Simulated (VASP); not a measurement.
# KCdCO3F (P-6c2) in VASP: further runs

KCdCO3F is run at these levels: r2SCAN, PBE; tasks: electric field gradients.

Program: VASP 6.6.1. These are calculated values, not measurements. Logs are shortened: lines on timing, memory, paths and dates and some standing lists are left out, and cuts for length are marked.

## 1. The cell of the first run

The structure is hexagonal, space group P-6c2 (No. 188). Conventional cell: a = 5.135 Å, b = 5.135 Å, c = 8.846 Å, α = 90.00°, β = 90.00°, γ = 120.00°. Within 3.7 Å of K (site symmetry 32) lie 6 O at 2.81 Å and 3 F at 2.96 Å and 6 Cd at 3.70 Å and 6 C at 3.70 Å. Within 3.0 Å of Cd (site symmetry -6) lie 2 F at 2.21 Å and 6 O at 2.26 to 2.89 Å and 3 C at 2.96 Å. Within 1.7 Å of C (site symmetry -6) lie 3 O at 1.29 Å. Within 1.7 Å of O (site symmetry m) lie 1 C at 1.29 Å. Within 3.0 Å of F (site symmetry 32) lie 2 Cd at 2.21 Å and 3 K at 2.96 Å.

## 2. Electric field gradients, r2SCAN

File POSCAR:

```
KCdCO3F
1.0
    5.1349000000      0.0000000000      0.0000000000
   -2.5674500000      4.4469538459      0.0000000000
    0.0000000000      0.0000000000      8.8460000000
K Cd C O F
2 2 2 6 2
Direct
    0.6666666667      0.3333333333      0.5000000000
    0.6666666667      0.3333333333      0.0000000000
    0.0000000000      0.0000000000      0.2500000000
    0.0000000000      0.0000000000      0.7500000000
    0.3333333333      0.6666666667      0.2500000000
    0.3333333333      0.6666666667      0.7500000000
    0.4129067715      0.9487197200      0.2500000000
    0.5358129485      0.5870932285      0.2500000000
    0.0512802800      0.4641870515      0.2500000000
    0.0512802800      0.5870932285      0.7500000000
    0.4129067715      0.4641870515      0.7500000000
    0.5358129485      0.9487197200      0.7500000000
    0.0000000000      0.0000000000      0.5000000000
    0.0000000000      0.0000000000      0.0000000000
```

File INCAR.step1:

```
SYSTEM = KCdCO3F
  PREC = Accurate
  ENCUT = 580
  ISMEAR = -1
  SIGMA = 0.02
  LREAL = .FALSE.
  LASPH = .TRUE.
  NELM = 120
  NBANDS = 71
  GGA = PE
  ALGO = Normal
  EDIFF = 1E-5
  LWAVE = .TRUE.
  LCHARG = .FALSE.
  GGA_COMPAT = .FALSE.
```

File INCAR.step2:

```
SYSTEM = KCdCO3F
  PREC = Accurate
  ENCUT = 580
  EDIFF = 1E-7
  ISMEAR = -1
  SIGMA = 0.02
  LREAL = .FALSE.
  LASPH = .TRUE.
  NELM = 120
  ALGO = Normal
  ISIF = 2
  LWAVE = .FALSE.
  LCHARG = .FALSE.
  METAGGA = R2SCAN
  LMIXTAU = .TRUE.
  LEFG = .TRUE.
  NBANDS = 71
  ISTART = 1
  GGA_COMPAT = .FALSE.
```

File KPOINTS:

```
Automatic mesh
0
G
  5 5 3
  0 0 0
```

Potentials or basis: VASP PAW PBE potentials, release 64 (K_sv, Cd_sv_GW, C, O, F).

On the command line:

```sh
$ cat potpaw_PBE.64/K_sv/POTCAR potpaw_PBE.64/Cd_sv_GW/POTCAR potpaw_PBE.64/C/POTCAR potpaw_PBE.64/O/POTCAR potpaw_PBE.64/F/POTCAR > POTCAR
$ cp INCAR.step1 INCAR
$ mpirun -np 1 vasp_std > vasp.out
$ cp INCAR.step2 INCAR
$ mpirun -np 1 vasp_std > vasp.out
```

OUTCAR:

```text
SYSTEM = KCdCO3F
   PREC = Accurate
   ENCUT = 580
   EDIFF = 1E-7
   ISMEAR = -1
   LREAL = .FALSE.
   LASPH = .TRUE.
   NELM = 120
   ISIF = 2
   METAGGA = R2SCAN
   ISTART = 1

 ion  position               nearest neighbor table
   1  0.667  0.333  0.500-   9 2.81  12 2.81  10 2.81   7 2.81  11 2.81   8 2.81
   2  0.667  0.333  0.000-   9 2.81  12 2.81  10 2.81   7 2.81  11 2.81   8 2.81
   3  0.000  0.000  0.250-  13 2.21  14 2.21   7 2.26   8 2.26   9 2.26
   4  0.000  0.000  0.750-  13 2.21  14 2.21  12 2.26  10 2.26  11 2.26
   5  0.333  0.667  0.250-   7 1.29   9 1.29   8 1.29
   6  0.333  0.667  0.750-  10 1.29  12 1.29  11 1.29
   7  0.413  0.949  0.250-   5 1.29   3 2.26   1 2.81   2 2.81
   8  0.536  0.587  0.250-   5 1.29   3 2.26   1 2.81   2 2.81
   9  0.051  0.464  0.250-   5 1.29   3 2.26   1 2.81   2 2.81
  10  0.051  0.587  0.750-   6 1.29   4 2.26   1 2.81   2 2.81
  11  0.413  0.464  0.750-   6 1.29   4 2.26   1 2.81   2 2.81
  12  0.536  0.949  0.750-   6 1.29   4 2.26   1 2.81   2 2.81
  13  0.000  0.000  0.500-   3 2.21   4 2.21
  14  0.000  0.000  0.000-   3 2.21   4 2.21

  LATTYP: Found a hexagonal cell.
 ALAT       =     5.1349000000
 C/A-ratio  =     1.7227209878

  Lattice vectors:

 A1 = (   5.1349000000,   0.0000000000,   0.0000000000)
 A2 = (  -2.5674500000,   4.4469538459,   0.0000000000)
 A3 = (   0.0000000000,   0.0000000000,   8.8460000000)

Analysis of symmetry for initial positions (statically):
=====================================================================
 Subroutine PRICEL returns:
 Original cell was already a primitive cell.

 Routine SETGRP: Setting up the symmetry group for a
 hexagonal supercell.

 Subroutine GETGRP returns: Found 12 space group operations
 (whereof  6 operations were pure point group operations)
 out of a pool of 24 trial point group operations.

The static configuration has the point symmetry D_3 .
 The point group associated with its full space group is D_3h.

Analysis of symmetry for dynamics (positions and initial velocities):
=====================================================================
 Subroutine PRICEL returns:
 Original cell was already a primitive cell.

 Routine SETGRP: Setting up the symmetry group for a
 hexagonal supercell.

 Subroutine GETGRP returns: Found 12 space group operations
 (whereof  6 operations were pure point group operations)
 out of a pool of 24 trial point group operations.

The dynamic configuration has the point symmetry D_3 .
 The point group associated with its full space group is D_3h.

 Subroutine INISYM returns: Found 12 space group operations
 (whereof  6 operations are pure point group operations),
 and found     1 'primitive' translations

----------------------------------------------------------------------------------------

                                     Primitive cell

  volume of cell :     201.9954

  direct lattice vectors                    reciprocal lattice vectors
     5.134900000  0.000000000  0.000000000     0.194745759  0.112436517  0.000000000
    -2.567450000  4.446953846  0.000000000     0.000000000  0.224873033  0.000000000
     0.000000000  0.000000000  8.846000000     0.000000000  0.000000000  0.113045444

  length of vectors
     5.134900000  5.134900000  8.846000000     0.224873033  0.224873033  0.113045444

  position of ions in fractional coordinates (direct lattice)
     0.666666667  0.333333333  0.500000000
     0.666666667  0.333333333  0.000000000
     0.000000000  0.000000000  0.250000000
     0.000000000  0.000000000  0.750000000
     0.333333333  0.666666667  0.250000000
     0.333333333  0.666666667  0.750000000
     0.412906771  0.948719720  0.250000000
     0.535812949  0.587093229  0.250000000
     0.051280280  0.464187051  0.250000000
[... 108 lines left out ...]
   LEPSILON=     F    determine dielectric tensor
   LRPA    =     F    only Hartree local field effects (RPA)
 non-spin polarized calculation
  energy-cutoff  :      580.00
  volume of cell :      202.00
 maximum number of plane-waves:      6440
   NGX = 21   NGY = 21   NGZ = 35

 number of electron     116.0000002 magnetization

 Free energy of the ion-electron system (eV)
  ---------------------------------------------------
  ext. energy  EPLUGINS =         0.00000000
  ---------------------------------------------------
  free energy    TOTEN  =      -141.17220896 eV

  energy without entropy =     -141.17220896  energy(sigma->0) =     -141.17220896

 E-fermi :   0.7960     XC(G=0):  -9.8879

 val. band max:        0.0401052159   @ k =   0.2000  -0.0000   0.0000
 cond. band min:       3.7311208210   @ k =   0.0000   0.0000   0.0000
 fundamental gap:      3.6910156051
 Fermi energy:         0.7959922427

 k-point     1 :       0.0000    0.0000    0.0000
  band No.  band energies     occupation
      1    -102.5257      2.00000
      2    -102.5256      2.00000
      3     -62.7325      2.00000
      4     -62.7325      2.00000
      5     -62.7324      2.00000
      6     -62.7324      2.00000
[... 719 lines left out ...]
     69      10.0049      0.00000
     70      10.0803      0.00000
 [bands above 70 left out]

------------------------ aborting loop because EDIFF is reached ----------------------------------------

  FORCE on cell =-STRESS in cart. coord.  units (eV):
  Direction    XX          YY          ZZ          XY          YZ          ZX
  --------------------------------------------------------------------------------------
  -------------------------------------------------------------------------------------
  Total       -1.1958383     -1.1958383      0.0018848      0.0000000      0.0000000      0.0000000
  in kB       -9.4850912     -9.4850912      0.0149498      0.0000000      0.0000000      0.0000000
  external PRESSURE =      -6.3184108 kB  Pullay stress =       0.0000000 kB

 VOLUME and BASIS-vectors are now :
 -----------------------------------------------------------------------------
  energy-cutoff  :      580.00
  volume of cell :      202.00
      direct lattice vectors                 reciprocal lattice vectors
     5.134900000  0.000000000  0.000000000     0.194745759  0.112436517  0.000000000
    -2.567450000  4.446953846  0.000000000     0.000000000  0.224873033  0.000000000
     0.000000000  0.000000000  8.846000000     0.000000000  0.000000000  0.113045444

 POSITION                                       TOTAL-FORCE (eV/Angst)
 -----------------------------------------------------------------------------------
      2.56745      1.48232      4.42300         0.000000      0.000000     -0.000000
      2.56745      1.48232      0.00000         0.000000      0.000000     -0.000000
      0.00000      0.00000      2.21150         0.000000      0.000000      0.000000
      0.00000      0.00000      6.63450         0.000000      0.000000     -0.000000
     -0.00000      2.96464      2.21150         0.000000      0.000000      0.000000
     -0.00000      2.96464      6.63450         0.000000      0.000000      0.000000
     -0.31556      4.21891      2.21150        -0.010561     -0.116967     -0.000000
      1.24401      2.61078      2.21150        -0.096017      0.067629      0.000000
     -0.92846      2.06422      2.21150         0.106577      0.049338     -0.000000
     -1.24401      2.61078      6.63450         0.096017      0.067629     -0.000000
      0.92846      2.06422      6.63450        -0.106577      0.049338     -0.000000
      0.31556      4.21891      6.63450         0.010561     -0.116967     -0.000000
      0.00000      0.00000      4.42300         0.000000      0.000000     -0.000000
      0.00000      0.00000      0.00000         0.000000      0.000000     -0.000000
 -----------------------------------------------------------------------------------
    total drift:                                0.000001     -0.000000      0.000000

  FREE ENERGIE OF THE ION-ELECTRON SYSTEM (eV)
  ---------------------------------------------------
  free  energy   TOTEN  =      -141.1722089556 eV

  energy  without entropy=     -141.1722089556  energy(sigma->0) =     -141.17220896

 Electric field gradients (V/A^2)
---------------------------------------------------------------------
 ion       V_xx      V_yy      V_zz      V_xy      V_xz      V_yz
---------------------------------------------------------------------
   1      10.928    10.928   -21.856    -0.000     0.000     0.000
   2      10.928    10.928   -21.856    -0.000    -0.000    -0.000
   3       3.383     3.375    -6.758    -0.007    -0.000    -0.000
   4       3.383     3.375    -6.758    -0.007    -0.000     0.000
   5     -20.059   -20.061    40.120     0.000     0.000    -0.000
   6     -20.061   -20.059    40.120    -0.001    -0.000     0.000
   7     -70.217    93.572   -23.356   -63.549    -0.000     0.000
   8     107.660   -84.307   -23.354   -39.146    -0.000     0.000
   9      -2.414    25.769   -23.355   102.700    -0.000    -0.000
  10     107.660   -84.305   -23.356    39.148     0.000    -0.000
  11      -2.414    25.768   -23.354  -102.697     0.000    -0.000
  12     -70.218    93.573   -23.355    63.554    -0.000    -0.000
  13     -40.783   -40.780    81.564     0.003    -0.000    -0.000
  14     -40.783   -40.780    81.564     0.003     0.000     0.000
---------------------------------------------------------------------

 Electric field gradients after diagonalization (V/A^2)
 (convention: |V_zz| > |V_xx| > |V_yy|)
----------------------------------------------------------------------
 ion       V_xx      V_yy      V_zz     asymmetry (V_yy - V_xx)/ V_zz
----------------------------------------------------------------------
   1      10.928    10.927   -21.856       0.000
   2      10.928    10.927   -21.856       0.000
   3       3.387     3.371    -6.758       0.002
   4       3.387     3.371    -6.758       0.002
   5     -20.061   -20.059    40.120       0.000
   6     -20.061   -20.059    40.120       0.000
   7     -91.981   -23.356   115.337       0.595
   8     -91.982   -23.354   115.336       0.595
   9     -91.985   -23.355   115.340       0.595
  10     -91.981   -23.356   115.337       0.595
  11     -91.982   -23.354   115.336       0.595
  12     -91.985   -23.355   115.340       0.595
  13     -40.785   -40.778    81.564       0.000
  14     -40.785   -40.778    81.564       0.000
----------------------------------------------------------------------

           NMR quadrupolar parameters

 Cq : quadrupolar parameter    Cq=e*Q*V_zz/h
 eta: asymmetry parameters     (V_yy - V_xx)/ V_zz
 Q  : nuclear electric quadrupole moment in mb (millibarn)
----------------------------------------------------------------------
 ion       Cq(MHz)       eta       Q (mb)
----------------------------------------------------------------------
   1      -0.053       0.000       1.000
   2      -0.053       0.000       1.000
   3      -0.016       0.002       1.000
   4      -0.016       0.002       1.000
   5       0.097       0.000       1.000
   6       0.097       0.000       1.000
   7       0.279       0.595       1.000
   8       0.279       0.595       1.000
   9       0.279       0.595       1.000
  10       0.279       0.595       1.000
  11       0.279       0.595       1.000
  12       0.279       0.595       1.000
  13       0.197       0.000       1.000
  14       0.197       0.000       1.000
----------------------------------------------------------------------
```

It took 12 min on 1 thread of AMD EPYC 7R13 (Zen 3), shared host; peak memory 0.46 GiB.

Results:

* Free energy: -141.1722 eV
* Pressure: -0.6 GPa
* Largest force: 0.117 eV/Å
* Band gap on the k mesh: 3.69 eV
* Largest electric field gradient by atom: K -21.9; Cd -6.8; C +40.1; O +115.3; F +81.6 V/Å²

Forces on the atoms (eV/Å):
```
K    0.000  0.000  0.000
K    0.000  0.000  0.000
Cd   0.000  0.000  0.000
Cd   0.000  0.000  0.000
C    0.000  0.000  0.000
C    0.000  0.000  0.000
O   -0.011 -0.117  0.000
O   -0.096  0.068  0.000
O    0.107  0.049  0.000
O    0.096  0.068  0.000
O   -0.107  0.049  0.000
O    0.011 -0.117  0.000
F    0.000  0.000  0.000
F    0.000  0.000  0.000
```

Levels at points of the mesh, in eV from the valence-band top:
| k point | band 54 | band 55 | band 56 | band 57 | band 58 | band 59 | band 60 | band 61 | band 62 | band 63 |
| --- | --- | --- | --- | --- | --- | --- | --- | --- | --- | --- |
| (0.00, 0.00, 0.00) | -1.31 | -1.25 | -1.25 | -0.60 | 0.00 | 3.69 | 5.92 | 5.97 | 6.60 | 7.25 |

Electric field gradients, principal values (V/Å²):
| atom | least | middle | greatest (by size) |
| --- | --- | --- | --- |
| 1 K | 10.927 | 10.928 | -21.856 |
| 2 K | 10.927 | 10.928 | -21.856 |
| 3 Cd | 3.371 | 3.387 | -6.758 |
| 4 Cd | 3.371 | 3.387 | -6.758 |
| 5 C | -20.059 | -20.061 | 40.120 |
| 6 C | -20.059 | -20.061 | 40.120 |
| 7 O | -23.356 | -91.981 | 115.337 |
| 8 O | -23.354 | -91.982 | 115.336 |
| 9 O | -23.355 | -91.985 | 115.340 |
| 10 O | -23.356 | -91.981 | 115.337 |
| 11 O | -23.354 | -91.982 | 115.336 |
| 12 O | -23.355 | -91.985 | 115.340 |
| 13 F | -40.778 | -40.785 | 81.564 |
| 14 F | -40.778 | -40.785 | 81.564 |

Caveat: without QUAD_EFG the Cq values of the log hold for a quadrupole moment of 1 mb, not for the nuclei; the PAW data sets were made with another functional, which shifts forces and pressure a little; an odd mesh through Γ misses points on the zone boundary, where band edges can lie.

[end of part 1 of 2]
